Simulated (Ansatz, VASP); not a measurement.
# One calculation of Sb, two programs

```
CELL_PARAMETERS angstrom
-1.49490 1.49490 2.46336
1.49490 -1.49490 2.46336
1.49490 1.49490 -2.46336
ATOMIC_POSITIONS crystal
Sb 0.00000 0.00000 0.00000
```

Change from the starting cell: volume scaled by 0.98, PAW files.

Alike in both runs: task electric field gradients; functional PBEsol; k mesh 19 × 19 × 19; occupations fermi-dirac, width 0.05 eV; no spin polarisation.

```csv
,VASP,Ansatz
version,VASP 6.6.1,Ansatz 0.2.0
potentials or method,"VASP PAW PBE potentials, release 64 (Sb)","PAW with Ansatz's default frozen-core files, scalar-relativistic"
plane-wave cutoff (eV),520,420
valence electrons in the cell,5,15
```

VASP gave:

| Quantity | Value |
| --- | --- |
| pressure (GPa) | 18.1 |
| traceless stress, the component that is largest in VASP (GPa) | -1.73 |
| size of Vzz on the site where it differs most (V/Å²) | 38.2 |

Task: What did Ansatz give for the same quantities?

Result: Pressure (GPa): 17.9; traceless stress, the component that is largest in VASP (GPa): -1.60; size of Vzz on the site where it differs most (V/Å²): 37.3.

VASP's potentials were made for PBE, not for PBEsol. The functional is the same, so the differences come from potentials, cutoffs and numerics. VASP's potentials hold 5 valence electrons a cell and Ansatz's 15, so a difference there can come from the potentials and not from the codes.

Spin-orbit coupling is off throughout.
